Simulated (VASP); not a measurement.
# CsAg2 (P-3m1) in VASP: single point with PBE

Aim: the single point of CsAg2 with PBE.

All numbers are computed with VASP 6.6.1; they aren't measurements. Logs are shortened: lines on timing, memory, paths and dates and some standing lists are left out, and cuts for length are marked.

## Step 1: The cell of the first run

Symmetry: P-3m1, No. 164, trigonal system. The conventional cell has a = 4.346 Å, b = 4.346 Å, c = 9.612 Å, α = 90.00°, β = 90.00°, γ = 120.00°. Cs (site symmetry -3m) has 6 Cs at 4.35 Å and 6 Ag at 4.40 Å within 5.7 Å. Ag (site symmetry 3m) has 9 Ag at 3.47 to 4.35 Å and 3 Cs at 4.40 Å within 4.6 Å.

## Step 2: Single point, PBE

File INCAR:

```
PREC = Accurate
ENCUT = 520
EDIFF = 1E-6
ISMEAR = 0
SIGMA = 0.1
LREAL = False
LASPH = True
NELM = 80
ALGO = Fast
ISIF = 2
LWAVE = False
LCHARG = False
GGA = PE
NBANDS = 22
```

File KPOINTS:

```
regular mesh
0
Gamma
  6 6 2
```

File POSCAR:

```
CsAg2
1.0
    4.3462542900      0.0000000000      0.0000000000
   -2.1731271400      3.7639666300      0.0000000000
    0.0000000000      0.0000000000      9.6122912000
Cs Ag
1 2
Direct
    0.0000000000      0.0000000000      0.5000000000
    0.3333333300      0.6666666700      0.8756571200
    0.6666666700      0.3333333300      0.1243428800
```

Potentials or basis: VASP PAW PBE potentials, release 64 (Cs_sv, Ag).

Run with:

```sh
$ cat potpaw_PBE.64/Cs_sv/POTCAR potpaw_PBE.64/Ag/POTCAR > POTCAR
$ mpirun -np 1 vasp_std > vasp.out
```

OUTCAR:

```text
PREC = Accurate
   ENCUT = 520
   EDIFF = 1E-6
   ISMEAR = 0
   LREAL = False
   LASPH = True
   NELM = 80
   ISIF = 2
   GGA = PE

 ion  position               nearest neighbor table
   1  0.000  0.000  0.500-
   2  0.333  0.667  0.876-   3 3.47   3 3.47   3 3.47
   3  0.667  0.333  0.124-   2 3.47   2 3.47   2 3.47

  LATTYP: Found a hexagonal cell.
 ALAT       =     4.3462542900
 C/A-ratio  =     2.2116265084

  Lattice vectors:

 A1 = (   4.3462542900,   0.0000000000,   0.0000000000)
 A2 = (  -2.1731271400,   3.7639666300,   0.0000000000)
 A3 = (   0.0000000000,   0.0000000000,   9.6122912000)

Analysis of symmetry for initial positions (statically):
=====================================================================
 Subroutine PRICEL returns:
 Original cell was already a primitive cell.

 Routine SETGRP: Setting up the symmetry group for a
 hexagonal supercell.

 Subroutine GETGRP returns: Found 12 space group operations
 (whereof 12 operations were pure point group operations)
 out of a pool of 24 trial point group operations.

The static configuration has the point symmetry D_3d.

Analysis of symmetry for dynamics (positions and initial velocities):
=====================================================================
 Subroutine PRICEL returns:
 Original cell was already a primitive cell.

 Routine SETGRP: Setting up the symmetry group for a
 hexagonal supercell.

 Subroutine GETGRP returns: Found 12 space group operations
 (whereof 12 operations were pure point group operations)
 out of a pool of 24 trial point group operations.

The dynamic configuration has the point symmetry D_3d.

 Subroutine INISYM returns: Found 12 space group operations
 (whereof 12 operations are pure point group operations),
 and found     1 'primitive' translations

----------------------------------------------------------------------------------------

                                     Primitive cell

  volume of cell :     157.2490

  direct lattice vectors                    reciprocal lattice vectors
     4.346254290  0.000000000  0.000000000     0.230083178  0.132838584  0.000000000
    -2.173127140  3.763966630  0.000000000     0.000000000  0.265677169  0.000000000
[... 70 lines left out ...]
   ISPIN  =      1    spin polarized calculation?
   LNONCOLLINEAR =      F non collinear calculations
   LSORBIT =      F    spin-orbit coupling
   LASPH  =      T    aspherical Exc in radial PAW
   ENCUT  =  520.0 eV  38.22 Ry    6.18 a.u.   8.08  8.08 17.87*2*pi/ulx,y,z
   NELM   =     80;   NELMIN=  2; NELMDL= -5     # of ELM steps
   EDIFF  = 0.1E-05   stopping-criterion for ELM
   LREAL  =      F    real-space projection
   EDIFFG = 0.1E-04   stopping-criterion for IOM
   NSW    =      0    number of steps for IOM
   IBRION =     -1    ionic relax: 0-MD 1-quasi-New 2-CG
   NFREE  =      0    steps in history (QN), initial steepest desc. (CG)
   ISIF   =      2    stress and relaxation
   ISYM   =      2    0-nonsym 1-usesym 2-fastsym
   POTIM  = 0.5000    time-step for ionic-motion
   TEBEG  =    0.0;   TEEND  =   0.0 temperature during run
   PSTRESS=    0.0 pullay stress
   NELECT =      31.0000    total number of electrons
   NUPDOWN=      -1.0000    fix difference up-down
   EMIN   =  10.00;   EMAX   =-10.00  energy-range for DOS
   EFERMI =   0.00;   METHOD = LEGACY
   ISMEAR =     0;   SIGMA  =   0.10  broadening in eV -4-tet -1-fermi 0-gaus
   EFERMI_NEDOS =   21; number of points for ismear=-14 and -15
   IALGO  =     68    algorithm
   IMIX   =      4    mixing-type and parameters
     AMIX     =   0.40;   BMIX     =  1.00
     AMIX_MAG =   1.60;   BMIX_MAG =  1.00
  volume/ion in A,a.u.               =      52.42       353.72
  Fermi-wavevector in a.u.,A,eV,Ry     =   0.952795  1.800521 12.351617  0.907818
  Thomas-Fermi vector in A             =   2.081391
   LORBIT       =      0    0 simple, 1 ext, 2 COOP (PROOUT), +10 PAW based schemes
   GGA     = PE    functional components
   LHFCALC =     F    Hartree Fock is set to
   AEXX    =    0.0000 exact exchange contribution
   IVDW    =     0    specifies the selected vdW correction
   LEPSILON=     F    determine dielectric tensor
   LRPA    =     F    only Hartree local field effects (RPA)
 non-spin polarized calculation
 RMM-DIIS sequential band-by-band and
 Gauss-broadening in eV      SIGMA  =   0.10
  energy-cutoff  :      520.00
  volume of cell :      157.25
 maximum number of plane-waves:      4266
   NGX = 17   NGY = 17   NGZ = 35

 number of electron      30.9999993 magnetization

 Free energy of the ion-electron system (eV)
  ---------------------------------------------------
  ext. energy  EPLUGINS =         0.00000000
  ---------------------------------------------------
  free energy    TOTEN  =        -3.98506458 eV

  energy without entropy =       -3.97409049  energy(sigma->0) =       -3.97957754

 E-fermi :   1.0899     XC(G=0):  -7.1235

 val. band max:        0.9916908092   @ k =   0.5000   0.0000   0.0000
 cond. band min:       1.0943389062   @ k =   0.3333   0.0000   0.0000
 fundamental gap:      0.1026480970
 Fermi energy:         1.0898955814

 k-point     1 :       0.0000    0.0000    0.0000
  band No.  band energies     occupation
      1     -22.6445      2.00000
      2      -9.3191      2.00000
      3      -9.1463      2.00000
      4      -9.1463      2.00000
      5      -2.3769      2.00000
      6      -2.3309      2.00000
[... 339 lines left out ...]
     21       3.9214      0.00000
     22       4.0607      0.00000

------------------------ aborting loop because EDIFF is reached ----------------------------------------

  FORCE on cell =-STRESS in cart. coord.  units (eV):
  Direction    XX          YY          ZZ          XY          YZ          ZX
  --------------------------------------------------------------------------------------
  -------------------------------------------------------------------------------------
  Total       -1.3921035     -1.3921035     -4.4661859     -0.0000000      0.0000000      0.0000000
  in kB      -14.1838549    -14.1838550    -45.5050465     -0.0000000      0.0000000      0.0000000
  external PRESSURE =     -24.6242521 kB  Pullay stress =       0.0000000 kB

 VOLUME and BASIS-vectors are now :
 -----------------------------------------------------------------------------
  energy-cutoff  :      520.00
  volume of cell :      157.25
      direct lattice vectors                 reciprocal lattice vectors
     4.346254290  0.000000000  0.000000000     0.230083178  0.132838584  0.000000000
    -2.173127140  3.763966630  0.000000000     0.000000000  0.265677169  0.000000000
     0.000000000  0.000000000  9.612291200     0.000000000  0.000000000  0.104033469

 POSITION                                       TOTAL-FORCE (eV/Angst)
 -----------------------------------------------------------------------------------
      0.00000      0.00000      4.80615         0.000000      0.000000     -0.000000
     -0.00000      2.50931      8.41707        -0.000000      0.000000      0.369480
      2.17313      1.25466      1.19522        -0.000000      0.000000     -0.369480
 -----------------------------------------------------------------------------------
    total drift:                                0.000000     -0.000000     -0.000000

  FREE ENERGIE OF THE ION-ELECTRON SYSTEM (eV)
  ---------------------------------------------------
  free  energy   TOTEN  =        -3.9850645770 eV

  energy  without entropy=       -3.9740904935  energy(sigma->0) =       -3.97957754
```

OSZICAR:

```text
N       E                     dE             d eps       ncg     rms          rms(c)
DAV:   1     0.179422346652E+03    0.17942E+03   -0.12666E+04   616   0.115E+03
DAV:   2     0.754713413803E+01   -0.17188E+03   -0.16003E+03   742   0.225E+02
DAV:   3    -0.403670037088E+01   -0.11584E+02   -0.11450E+02   760   0.561E+01
DAV:   4    -0.419869110576E+01   -0.16199E+00   -0.16193E+00   646   0.709E+00
DAV:   5    -0.420056017434E+01   -0.18691E-02   -0.18688E-02   766   0.805E-01    0.142E+00
RMM:   6    -0.405854339600E+01    0.14202E+00   -0.17047E-01   684   0.258E+00    0.854E-01
RMM:   7    -0.399593461513E+01    0.62609E-01   -0.44372E-02   761   0.992E-01    0.556E-01
RMM:   8    -0.398492014089E+01    0.11014E-01   -0.24945E-02   789   0.549E-01    0.138E-01
RMM:   9    -0.398460044728E+01    0.31969E-03   -0.33867E-03   690   0.284E-01    0.140E-01
RMM:  10    -0.398502868583E+01   -0.42824E-03   -0.11411E-03   699   0.171E-01    0.166E-02
RMM:  11    -0.398505138158E+01   -0.22696E-04   -0.23760E-04   766   0.556E-02    0.153E-02
RMM:  12    -0.398506488990E+01   -0.13508E-04   -0.50968E-05   724   0.328E-02    0.998E-03
RMM:  13    -0.398506439544E+01    0.49446E-06   -0.13482E-05   673   0.136E-02    0.240E-03
RMM:  14    -0.398506457698E+01   -0.18154E-06   -0.25825E-06   551   0.612E-03
   1 F= -.39850646E+01 E0= -.39795775E+01  d E =-.109741E-01
```

Wall time 27 s (1 thread of AMD EPYC 9R45 (Zen 5), shared host); peak memory 0.23 GiB.

What came out:

* Free energy: -3.9851 eV
* Pressure: -2.5 GPa
* Largest force: 0.369 eV/Å

Forces on the atoms (eV/Å):
```
Cs   0.000  0.000  0.000
Ag   0.000  0.000  0.369
Ag   0.000  0.000 -0.369
```

Stress tensor (GPa, compression positive):
```
-1.42  0.00  0.00
 0.00 -1.42  0.00
 0.00  0.00 -4.55
```

Levels at points of the mesh, in eV from the Fermi level:
```
           k point  band 14  band 15  band 16  band 17  band 18  band 19
(0.00, 0.00, 0.00)    -2.94    -2.91    -0.65    -0.50     2.19     3.16
(0.50, 0.00, 0.00)    -2.93    -0.25    -0.10     0.76     1.10     2.48
(0.00, 0.00, 0.50)    -2.94    -2.73    -1.63     0.62     1.98     3.17
(0.50, 0.00, 0.50)    -2.93    -0.47     0.41     0.55     1.56     1.94
```

Caveat: spin-orbit coupling is left out, which moves the levels of the heavy elements.
